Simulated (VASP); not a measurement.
Input of a VASP 6.6.1 run:

Contents of POSCAR:

```
La2O3
1.0
    6.2247198065      0.0000000000      0.0000000000
   -3.1123599033      5.3907658018      0.0000000000
    0.0000000000      0.0000000000      3.2776192522
La O
2 3
Direct
    0.3333333333      0.6666666667      0.5000000000
    0.6666666667      0.3333333333      0.5000000000
    0.4919860000      0.4919860000      0.0000000000
    0.0000000000      0.5080140000      0.0000000000
    0.5080140000      0.0000000000      0.0000000000
```

Contents of INCAR.step1:

```
PREC = Accurate
ENCUT = 520
ISMEAR = 0
SIGMA = 0.01
LREAL = False
LASPH = True
NELM = 100
NBANDS = 28
GGA = PE
ALGO = Normal
EDIFF = 1E-4
LWAVE = True
LCHARG = False
```

INCAR.step2

```
PREC = Accurate
ENCUT = 520
EDIFF = 1E-7
ISMEAR = 0
SIGMA = 0.01
LREAL = False
LASPH = True
NELM = 100
ALGO = Normal
ISIF = 2
LWAVE = False
LCHARG = False
METAGGA = R2SCAN
LMIXTAU = True
NBANDS = 28
ISTART = 1
```

Contents of KPOINTS:

```
Automatic mesh
0
Gamma
  6 6 6
```

Potentials or basis: VASP PAW PBE potentials, release 64 (La, O).

The run is started by

```bash
$ cat potpaw_PBE.64/La/POTCAR potpaw_PBE.64/O/POTCAR > POTCAR
$ cp INCAR.step1 INCAR
$ mpirun -np 1 vasp_std > vasp.out
$ cp INCAR.step2 INCAR
$ mpirun -np 1 vasp_std > vasp.out
```

Task: What does it give for the pressure?

Result: 3.2 GPa.

Task: Predict the band gap on the k mesh.

Result: 1.77 eV (least direct gap 2.37 eV).

Task: Estimate the largest force.

Result: 0.041 eV/Å.

Forces in eV/Å, atoms in the order of the input:
```
La   0.000  0.000  0.000
La   0.000  0.000  0.000
O    0.020  0.035  0.000
O    0.020 -0.035  0.000
O   -0.041  0.000  0.000
```

Caveat: the cell stands under pressure; the PAW data sets were made with another functional, which shifts forces and pressure a little; spin-orbit coupling is left out, which moves the levels of the heavy elements. A k mesh can miss the band edges.
